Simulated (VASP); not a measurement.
Input of a VASP 6.6.1 run:

The input INCAR:

```
SYSTEM = Al3GaN4
PREC = Accurate ; ENCUT = 520
EDIFF = 1E-6 ; ISMEAR = 0
SIGMA = 0.05 ; LREAL = .FALSE.
LASPH = .TRUE. ; NELM = 100
ALGO = Normal ; ISIF = 2
LWAVE = .FALSE. ; LCHARG = .FALSE.
GGA = PS ; NBANDS = 31
```

Contents of KPOINTS:

```
Automatic mesh
0
G
  6 8 4
  0 0 0
```

File POSCAR:

```
Al3GaN4
1.0
    5.2451442902      0.0000000000      0.0001241900
    0.0000000000      3.2552768533      0.0000000000
   -0.0033657072      0.0000000000      5.8514313032
Al Ga N
3 1 4
Direct
    0.5002300423      0.5000000000      0.1673295664
    0.0009207036      0.5000000000      0.8348055932
    0.0010880650      0.0000000000      0.3316926342
    0.4994217138      0.0000000000      0.6662009016
    0.1111724737      0.0000000000      0.6663292503
    0.1224543238      0.5000000000      0.1671578647
    0.6251234799      0.5000000000      0.8401923551
    0.6231881979      0.0000000000      0.3262928345
```

Potentials or basis: VASP PAW PBE potentials, release 64 (Al, Ga_d, N).

Run with:

```sh
$ cat potpaw_PBE.64/Al/POTCAR potpaw_PBE.64/Ga_d/POTCAR potpaw_PBE.64/N/POTCAR > POTCAR
$ mpirun -np 1 vasp_std > vasp.out
```

Problem. Estimate the pressure.

Solution. -22.4 GPa.

Problem. Predict the largest force.

Solution. 0.178 eV/Å.

Problem. What does it give for the band gap on the k mesh?

Solution. 2.25 eV, direct.

Stress tensor (GPa, compression positive):
```
-18.83   0.00   0.01
  0.00 -20.00   0.00
  0.01   0.00 -28.52
```

Caveat: the cell differs from its parent crystal (strain +0.040 along x and y, +0.080 along z); the PAW data sets were made with another functional, which shifts forces and pressure a little.
